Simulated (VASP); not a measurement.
Here is a VASP 6.6.1 calculation.

File INCAR:

```
ALGO = Normal
EDIFF = 1E-6
ENCUT = 520
GGA = PE
ISIF = 2
ISMEAR = -1
LASPH = T
LCHARG = F
LREAL = F
LWAVE = F
NBANDS = 10
NELM = 60
PREC = Accurate
SIGMA = 0.05
```

KPOINTS

```
k-points
0
Gamma
  14 14 14
```

POSCAR

```
I
1.0
    0.0000000000      2.1659951006      2.1659951006
    2.1659951006      0.0000000000      2.1659951006
    2.1659951006      2.1659951006      0.0000000000
I
1
Direct
    0.0000000000      0.0000000000      0.0000000000
```

Potentials or basis: VASP PAW PBE potentials, release 64 (I).

Command:

```sh
$ cat potpaw_PBE.64/I/POTCAR > POTCAR
$ mpirun -np 1 vasp_std > vasp.out
```

Q: What does it give for the pressure?

A: 52.7 GPa.

Q: What does it give for the band gap on the k mesh?

A: Zero (an odd number of electrons rules out a gap without spin polarisation).

Caveat: the cell stands under pressure; spin-orbit coupling is left out, which moves the levels of the heavy elements; an odd number of electrons without spin polarisation forces a metal; a magnetic or distorted state may lie lower.
